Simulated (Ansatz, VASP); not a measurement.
CdTe: VASP beside Ansatz

```
CELL_PARAMETERS angstrom
3.05504 -3.08426 0.00000
3.05504 3.08426 0.00000
0.00000 0.00000 6.07028
ATOMIC_POSITIONS crystal
Cd 0.27703 0.72297 0.75000
Cd 0.72297 0.27703 0.25000
Te 0.76614 0.23386 0.75000
Te 0.23386 0.76614 0.25000
```

Change from the starting cell: volume scaled by 0.99.

Alike in both runs: task single point; functional PBE; k mesh 9 × 9 × 6; occupations fermi-dirac, width 0.05 eV; no spin polarisation.

|  | VASP | Ansatz |
| --- | --- | --- |
| version | VASP 6.6.1 | Ansatz 0.2.0 |
| potentials or method | VASP PAW PBE potentials, release 64 (Cd, Te), cutoff 520 eV | all-electron LAPW, scalar-relativistic |

Ansatz gave:

| Property | Result |
| --- | --- |
| pressure (GPa) | 0.2 |
| traceless stress, the component that is largest in VASP (GPa) | 0.27 |
| rms of the force components (eV/Å) | 0.021 |

Problem. Estimate VASP's values.

Solution. Pressure (GPa): 0.4; traceless stress, the component that is largest in VASP (GPa): 0.28; rms of the force components (eV/Å): 0.021.

Atom by atom the forces differ by 0.003 eV/Å (rms over components). Ansatz ran all-electron here, and VASP with PAW potentials.

Neither program's run includes spin-orbit coupling.
